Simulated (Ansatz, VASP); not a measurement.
## One calculation of ZnS, two programs

INCAR

```
SYSTEM = ZnS
PREC = Accurate
ENCUT = 520
EDIFF = 1E-7
ISMEAR = 0
SIGMA = 0.05
LREAL = .False.
LASPH = .True.
NELM = 100
ALGO = Normal
ISIF = 2
LWAVE = .False.
LCHARG = .False.
GGA = PE
NBANDS = 46
```

The input KPOINTS:

```
Automatic mesh
0
Gamma
  12 12 2
  0 0 0
```

Contents of POSCAR:

```
ZnS
1.0
    3.8454929876      0.0000000000      0.0000000000
   -1.9227464938      3.3302946173      0.0000000000
    0.0000000000      0.0000000000     12.6106666232
Zn S
4 4
Direct
    0.3162545186      0.6666666667      0.0026098951
    0.3504121481      0.6666666667      0.5026098951
    0.6676675161      0.3333333333      0.2526098951
    0.6656658173      0.3333333333      0.7526098951
    0.3333333333      0.6666666667      0.1898901049
    0.3333333333      0.6666666667      0.6898901049
    0.6276599644      0.3333333333      0.4398901049
    0.7056733689      0.3333333333      0.9398901049
```

Input for Ansatz:

```yaml
crystal:
  lattice:
    - [3.8454929876, 0.0, 0.0]
    - [-1.9227464938, 3.3302946173, 0.0]
    - [0.0, 0.0, 12.6106666232]
  atoms:
    - { symbol: Zn, position: [0.3162545186, 0.6666666667, 0.0026098951] }
    - { symbol: Zn, position: [0.3504121481, 0.6666666667, 0.5026098951] }
    - { symbol: Zn, position: [0.6676675161, 0.3333333333, 0.2526098951] }
    - { symbol: Zn, position: [0.6656658173, 0.3333333333, 0.7526098951] }
    - { symbol: S, position: [0.3333333333, 0.6666666667, 0.1898901049] }
    - { symbol: S, position: [0.3333333333, 0.6666666667, 0.6898901049] }
    - { symbol: S, position: [0.6276599644, 0.3333333333, 0.4398901049] }
    - { symbol: S, position: [0.7056733689, 0.3333333333, 0.9398901049] }
basis:
  ecutwfc: 420
kpoints:
  mp_grid: { grid: [12, 12, 2] }
hamiltonian:
  xc: pbe
scf:
  occupations: { method: gaussian, width: 0.05 }
output:
  forces: true
  stress: true
  eigenvalues: true
```

Change from the starting cell: mode 16 (264.4 1/cm) frozen in, largest displacement +0.150 Å.

Alike in both runs: task single point; functional PBE; k mesh 12 × 12 × 2; occupations gaussian, width 0.05 eV; no spin polarisation.

```csv
,VASP,Ansatz
version,VASP 6.6.1,Ansatz 0.2.0
potentials or method,"VASP PAW PBE potentials, release 64 (Zn, S), cutoff 520 eV","scalar-relativistic, plane waves, PAW"
valence electrons in the cell,72,72
```

Ansatz gave:

| Item | Value |
| --- | --- |
| gap on the k mesh at the Fermi level (eV) | 2.06 |
| least direct gap on the mesh (eV) | 2.06 |
| pressure (GPa) | 0.8 |
| traceless stress, the component that is largest in VASP (GPa) | 0.72 |
| rms of the force components (eV/Å) | 0.554 |

Question: Estimate VASP's values.

Answer: gap on the k mesh at the Fermi level (eV): 2.06; least direct gap on the mesh (eV): 2.06; pressure (GPa): 0.9; traceless stress, the component that is largest in VASP (GPa): 0.72; rms of the force components (eV/Å): 0.557.

Atom by atom the forces differ by 0.004 eV/Å (rms over components). The functional is the same, so the differences come from potentials, cutoffs and numerics.
